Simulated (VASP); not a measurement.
Here is a VASP 6.6.1 calculation.

The input POSCAR:

```
KCl
1.0
    3.8897175305      0.0000000000      0.0000000000
    0.0000000000      3.8897175305      0.0000000000
    0.0000000000      0.0000000000      3.8897175305
K Cl
1 1
Direct
    0.0000000000      0.0000000000      0.0000000000
    0.5000000000      0.5000000000      0.5000000000
```

Contents of INCAR.step1:

```
  PREC = Accurate
  ENCUT = 550
  ISMEAR = -1
  SIGMA = 0.05
  LREAL = False
  LASPH = True
  NELM = 120
  NBANDS = 15
  GGA = PE
  ALGO = Normal
  EDIFF = 1E-5
  LWAVE = True
  LCHARG = False
  GGA_COMPAT = False
```

INCAR.step2

```
  PREC = Accurate
  ENCUT = 550
  EDIFF = 1E-6
  ISMEAR = -1
  SIGMA = 0.05
  LREAL = False
  LASPH = True
  NELM = 120
  ALGO = Normal
  ISIF = 2
  LWAVE = False
  LCHARG = True
  METAGGA = R2SCAN
  LMIXTAU = True
  LELF = True
  LVHAR = True
  NBANDS = 15
  ISTART = 1
  GGA_COMPAT = False
```

Contents of KPOINTS:

```
Automatic mesh
0
Gamma
  7 7 7
```

Potentials or basis: VASP PAW PBE potentials, release 64 (K_sv, Cl).

Launch:

```sh
$ cat potpaw_PBE.64/K_sv/POTCAR potpaw_PBE.64/Cl/POTCAR > POTCAR
$ cp INCAR.step1 INCAR
$ mpirun -np 1 vasp_std > vasp.out
$ cp INCAR.step2 INCAR
$ mpirun -np 1 vasp_std > vasp.out
```

Question: What does it give for the pressure?

Answer: -1.7 GPa.

Question: Predict the band gap on the k mesh.

Answer: 5.41 eV, indirect (least direct gap 5.59 eV).

Caveat: the PAW data sets were made with another functional, which shifts forces and pressure a little. r2SCAN opens gaps a little over a GGA but as a rule still falls short of measured ones.
